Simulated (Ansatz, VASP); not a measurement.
One calculation of S, two programs

```xyz
3
Lattice="6.6011 0.0000 0.0000 -3.3005 5.7167 0.0000 0.0000 0.0000 2.1334" Properties=species:S:1:pos:R:3 pbc="T T T"
S     0.0000    0.0000    0.0000
S     0.0000    3.8111    1.0667
S     3.3005    1.9056    1.0667
```

Change from the starting cell: volume scaled by 0.95, PAW files.

Alike in both runs: task single point; functional PBE; k mesh 8 × 8 × 11; occupations fermi-dirac, width 0.1 eV; no spin polarisation.

```csv
,VASP,Ansatz
version,VASP 6.6.1,Ansatz 0.2.0
potentials or method,"VASP PAW PBE potentials, release 64 (S)","PAW with Ansatz's default frozen-core files, scalar-relativistic"
plane-wave cutoff (eV),520,420
valence electrons in the cell,18,18
```

Ansatz gave:

| Property | Result |
| --- | --- |
| pressure (GPa) | 0.4 |
| traceless stress, the component that is largest in VASP (GPa) | 0.01 |

**Question.** What did VASP give for the same quantities?

**Answer.** Pressure (GPa): 0.2; traceless stress, the component that is largest in VASP (GPa): -0.35.
